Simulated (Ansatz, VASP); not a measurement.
# One calculation of Li, two programs

INCAR

```
SYSTEM = Li
ALGO = Normal
EDIFF = 1E-6
ENCUT = 750
GGA = PS
GGA_COMPAT = .False.
ISIF = 2
ISMEAR = -1
LASPH = .True.
LCHARG = .True.
LELF = .True.
LREAL = .False.
LVHAR = .True.
LWAVE = .False.
NBANDS = 8
NELM = 120
PREC = Accurate
SIGMA = 0.08
```

Contents of KPOINTS:

```
k-points
0
Gamma
  13 13 13
  0 0 0
```

POSCAR

```
Li
1.0
    0.0000000000      2.2451874350      2.2451874350
    2.2451874350      0.0000000000      2.2451874350
    2.2451874350      2.2451874350      0.0000000000
Li
1
Direct
    0.0000000000      0.0000000000      0.0000000000
```

Input for Ansatz:

```yaml
crystal:
  lattice:
    - [0.0, 2.245187435, 2.245187435]
    - [2.245187435, 0.0, 2.245187435]
    - [2.245187435, 2.245187435, 0.0]
  atoms:
    - { symbol: Li, position: [0.0, 0.0, 0.0] }
kpoints:
  mp_grid: { grid: [13, 13, 13] }
  band_path:
    path:
      - [0.0, 0.0, 0.0]
      - [0.5, 0.0, 0.5]
      - [0.625, 0.25, 0.625]
      - [0.375, 0.375, 0.75]
      - [0.0, 0.0, 0.0]
      - [0.5, 0.5, 0.5]
      - [0.5, 0.25, 0.75]
      - [0.5, 0.0, 0.5]
    npoints: 5
scf:
  occupations: { method: fermi_dirac, width: 0.08 }
hamiltonian:
  xc: pbesol
  pseudopotentials: { kind: all_electron, lapw: { basis_error: 0.00025 } }
output:
  forces: true
  stress: true
  eigenvalues: true
```

Change from the starting cell: volume scaled by 1.06.

Alike in both runs: task single point; functional PBEsol; k mesh 13 × 13 × 13; occupations fermi-dirac, width 0.08 eV; no spin polarisation.

|  | VASP | Ansatz |
| --- | --- | --- |
| version | VASP 6.6.1 | Ansatz 0.2.0 |
| potentials or method | VASP PAW PBE potentials, release 64 (Li_sv), cutoff 750 eV | all-electron LAPW, scalar-relativistic |

|  | VASP | Ansatz | Ansatz less VASP |
| --- | --- | --- | --- |
| pressure (GPa) | -1.4 | -1.3 | +0.09 |

VASP's potentials were made for PBE, not for PBEsol. Ansatz ran all-electron here, and VASP with PAW potentials.
